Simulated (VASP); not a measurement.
# Rb (Fm-3m) in VASP: relaxation of cell and atoms with PBE

Aim: the relaxation of cell and atoms of Rb with PBE.

All numbers are computed with VASP 6.6.1; they aren't measurements. Logs are shortened: lines on timing, memory, paths and dates and some standing lists are left out, and cuts for length are marked.

## Step 1: The cell of the first run

The structure is cubic, space group Fm-3m (No. 225). Conventional cell: a = 7.146 Å, b = 7.146 Å, c = 7.146 Å, α = 90.00°, β = 90.00°, γ = 90.00°.

This isn't the form of Rb at room conditions, which is bcc.

## Step 2: Relaxation of cell and atoms, PBE

INCAR reads:

```
PREC = Accurate ; ENCUT = 600
EDIFF = 1E-6 ; ISMEAR = -1
SIGMA = 0.08 ; LREAL = False
LASPH = True ; NELM = 60
ALGO = Normal ; ISIF = 3
LWAVE = False ; LCHARG = False
GGA = PE ; IBRION = 2
NSW = 60 ; EDIFFG = -0.005
```

KPOINTS reads:

```
Automatic mesh
0
Gamma
  10 10 10
```

POSCAR reads:

```
Rb
1.0
    0.0000000000      3.5730106134      3.5730106134
    3.5730106134      0.0000000000      3.5730106134
    3.5730106134      3.5730106134      0.0000000000
Rb
1
Direct
    0.0000000000      0.0000000000      0.0000000000
```

Potentials or basis: VASP PAW PBE potentials, release 64 (Rb_sv).

Run with:

```console
$ cat potpaw_PBE.64/Rb_sv/POTCAR > POTCAR
$ mpirun -np 1 vasp_std > vasp.out
```

OUTCAR:

```text
PREC = Accurate
   ENCUT = 600
   EDIFF = 1E-6
   ISMEAR = -1
   LREAL = False
   LASPH = True
   NELM = 60
   ISIF = 3
   GGA = PE
   IBRION = 2
   NSW = 60
   EDIFFG = -0.005

 ion  position               nearest neighbor table
   1  0.000  0.000  0.000-

  LATTYP: Found a face centered cubic cell.
 ALAT       =     7.1460212268

  Lattice vectors:

 A1 = (   0.0000000000,   3.5730106134,   3.5730106134)
 A2 = (   3.5730106134,   0.0000000000,   3.5730106134)
 A3 = (   3.5730106134,   3.5730106134,   0.0000000000)

Analysis of symmetry for initial positions (statically):
=====================================================================
 Subroutine PRICEL returns:
 Original cell was already a primitive cell.

 Routine SETGRP: Setting up the symmetry group for a
 face centered cubic supercell.

 Subroutine GETGRP returns: Found 48 space group operations
 (whereof 48 operations were pure point group operations)
 out of a pool of 48 trial point group operations.

The static configuration has the point symmetry O_h .

Analysis of symmetry for dynamics (positions and initial velocities):
=====================================================================
 Subroutine PRICEL returns:
 Original cell was already a primitive cell.

 Routine SETGRP: Setting up the symmetry group for a
 face centered cubic supercell.

 Subroutine GETGRP returns: Found 48 space group operations
 (whereof 48 operations were pure point group operations)
 out of a pool of 48 trial point group operations.

The dynamic configuration has the point symmetry O_h .

 Subroutine INISYM returns: Found 48 space group operations
 (whereof 48 operations are pure point group operations),
 and found     1 'primitive' translations

----------------------------------------------------------------------------------------

                                     Primitive cell

  volume of cell :      91.2290

  direct lattice vectors                    reciprocal lattice vectors
     0.000000000  3.573010613  3.573010613    -0.139938011  0.139938011  0.139938011
[... 139 lines left out ...]
  -------------------------------------------------------------------------------------
  Total        0.0069908      0.0069908      0.0069908      0.0000000      0.0000000      0.0000000
  in kB        0.1227732      0.1227732      0.1227732      0.0000000      0.0000000      0.0000000
  external PRESSURE =       0.1227732 kB  Pullay stress =       0.0000000 kB

 VOLUME and BASIS-vectors are now :
 -----------------------------------------------------------------------------
  energy-cutoff  :      600.00
  volume of cell :       91.23
      direct lattice vectors                 reciprocal lattice vectors
     0.000000000  3.573010613  3.573010613    -0.139938011  0.139938011  0.139938011
     3.573010613  0.000000000  3.573010613     0.139938011 -0.139938011  0.139938011
     3.573010613  3.573010613  0.000000000     0.139938011  0.139938011 -0.139938011

 POSITION                                       TOTAL-FORCE (eV/Angst)
 -----------------------------------------------------------------------------------
      0.00000      0.00000      0.00000        -0.000000     -0.000000      0.000000
 -----------------------------------------------------------------------------------
    total drift:                               -0.000000     -0.000000     -0.000000

  FREE ENERGIE OF THE ION-ELECTRON SYSTEM (eV)
  ---------------------------------------------------
  free  energy   TOTEN  =        -0.9464333861 eV

  energy  without entropy=       -0.9271188563  energy(sigma->0) =       -0.93677612

--------------------------------------- Ionic step        2  -------------------------------------------

 number of electron       9.0000000 magnetization

 Free energy of the ion-electron system (eV)
  ---------------------------------------------------
  ext. energy  EPLUGINS =         0.00000000
  ---------------------------------------------------
  free energy    TOTEN  =        -0.94643867 eV

  energy without entropy =       -0.92711962  energy(sigma->0) =       -0.93677915

 E-fermi :  -0.0120     XC(G=0):  -5.4571

 val. band max:       -0.0321667134   @ k =   0.5000   0.3000   0.1000
 cond. band min:       0.0688353583   @ k =   0.4000   0.4000   0.0000
 fundamental gap:      0.1010020717
 Fermi energy:        -0.0119901935

 k-point     1 :       0.0000    0.0000    0.0000
  band No.  band energies     occupation
      1     -28.8952      2.00000
      2     -12.9388      2.00000
      3     -12.9388      2.00000
      4     -12.9388      2.00000
      5      -1.9643      2.00000
      6       3.5941      0.00000
      7       3.5941      0.00000
      8       3.5941      0.00000
[... 243 lines left out ...]
 k-point    24 :       0.4000    0.3000    0.0000
  band No.  band energies     occupation
      1     -28.8913      2.00000
      2     -13.0098      2.00000
      3     -12.9679      2.00000
      4     -12.9650      2.00000
      5      -0.2724      1.92575
      6       1.9750      0.00000
      7       2.2656      0.00000
      8       4.0369      0.00000

 [... further k-points ...]

------------------------ aborting loop because EDIFF is reached ----------------------------------------

  FORCE on cell =-STRESS in cart. coord.  units (eV):
  Direction    XX          YY          ZZ          XY          YZ          ZX
  --------------------------------------------------------------------------------------
  -------------------------------------------------------------------------------------
  Total        0.0035705      0.0035705      0.0035705     -0.0000000     -0.0000000     -0.0000000
  in kB        0.0626426      0.0626426      0.0626426     -0.0000000     -0.0000000     -0.0000000
  external PRESSURE =       0.0626426 kB  Pullay stress =       0.0000000 kB

 VOLUME and BASIS-vectors are now :
 -----------------------------------------------------------------------------
  energy-cutoff  :      600.00
  volume of cell :       91.32
      direct lattice vectors                 reciprocal lattice vectors
    -0.000000000  3.574215625  3.574215625    -0.139890833  0.139890833  0.139890833
     3.574215625 -0.000000000  3.574215625     0.139890833 -0.139890833  0.139890833
     3.574215625  3.574215625 -0.000000000     0.139890833  0.139890833 -0.139890833

 POSITION                                       TOTAL-FORCE (eV/Angst)
 -----------------------------------------------------------------------------------
      7.14843      3.57422      3.57422         0.000000      0.000000     -0.000000
 -----------------------------------------------------------------------------------
    total drift:                                0.000000      0.000000      0.000000

  FREE ENERGIE OF THE ION-ELECTRON SYSTEM (eV)
  ---------------------------------------------------
  free  energy   TOTEN  =        -0.9464386673 eV

  energy  without entropy=       -0.9271196237  energy(sigma->0) =       -0.93677915

 reached required accuracy - stopping structural energy minimisation
```

OSZICAR:

```text
N       E                     dE             d eps       ncg     rms          rms(c)
DAV:   1     0.508260024289E+02    0.50826E+02   -0.36038E+03   752   0.926E+02
DAV:   2     0.202508115759E+01   -0.48801E+02   -0.48379E+02   840   0.144E+02
DAV:   3    -0.840011793872E+00   -0.28651E+01   -0.28632E+01   944   0.416E+01
DAV:   4    -0.943146093249E+00   -0.10313E+00   -0.10294E+00  1184   0.623E+00
DAV:   5    -0.945066817591E+00   -0.19207E-02   -0.19207E-02  1096   0.634E-01    0.122E+00
DAV:   6    -0.945516776357E+00   -0.44996E-03   -0.18459E-03  1168   0.292E-01    0.735E-01
DAV:   7    -0.946323482850E+00   -0.80671E-03   -0.31399E-03   952   0.392E-01    0.445E-02
DAV:   8    -0.946423541224E+00   -0.10006E-03   -0.10837E-04  1024   0.105E-01    0.168E-02
DAV:   9    -0.946433927317E+00   -0.10386E-04   -0.93692E-06  1168   0.290E-02    0.510E-03
DAV:  10    -0.946433386095E+00    0.54122E-06   -0.37561E-06  1016   0.128E-02
   1 F= -.94643339E+00 E0= -.93677612E+00  d E =-.946433E+00
       N       E                     dE             d eps       ncg     rms          rms(c)
DAV:   1    -0.946493838649E+00   -0.59911E-04   -0.13295E-03   792   0.272E-01    0.344E-02
DAV:   2    -0.946451683910E+00    0.42155E-04   -0.97259E-05   808   0.832E-02    0.167E-02
DAV:   3    -0.946438928547E+00    0.12755E-04   -0.69489E-05  1168   0.522E-02    0.352E-03
DAV:   4    -0.946438667276E+00    0.26127E-06   -0.79787E-07   640   0.950E-03
   2 F= -.94643867E+00 E0= -.93677915E+00  d E =-.528118E-05
```

It took 22 s on 1 thread of Intel Xeon 6975P-C (Granite Rapids), shared host; peak memory 0.26 GiB.

Results:

* Free energy: -0.9464 eV
* Relaxed volume: 91.32 Å³/atom
* Relaxed cell: a = 5.055 Å, b = 5.055 Å, c = 5.055 Å, α = 60.00°, β = 60.00°, γ = 60.00°
* Space group after relaxing (to 0.1 Å): Fm-3m (No. 225)
* Energy gained by relaxing: 0.0 meV/atom
* Ionic steps: 2
* Pressure after relaxing: 0.0 GPa
* Band gap on the k mesh: zero (an odd number of electrons rules out a gap without spin polarisation)

Final structure:
```
CELL_PARAMETERS angstrom
0.00000 3.57422 3.57422
3.57422 0.00000 3.57422
3.57422 3.57422 0.00000
ATOMIC_POSITIONS crystal
Rb 0.00000 0.00000 0.00000
```

Levels at points of the mesh, in eV from the Fermi level:
| k point | band 1 | band 2 | band 3 | band 4 | band 5 | band 6 | band 7 | band 8 |
| --- | --- | --- | --- | --- | --- | --- | --- | --- |
| (0.00, 0.00, 0.00) | -28.88 | -12.93 | -12.93 | -12.93 | -1.95 | 3.61 | 3.61 | 3.61 |
| (0.50, 0.00, 0.00) | -28.88 | -13.02 | -12.94 | -12.94 | 0.15 | 0.67 | 3.40 | 3.40 |
| (0.50, 0.50, 0.00) | -28.88 | -13.01 | -12.96 | -12.96 | 0.65 | 1.42 | 1.84 | 4.49 |
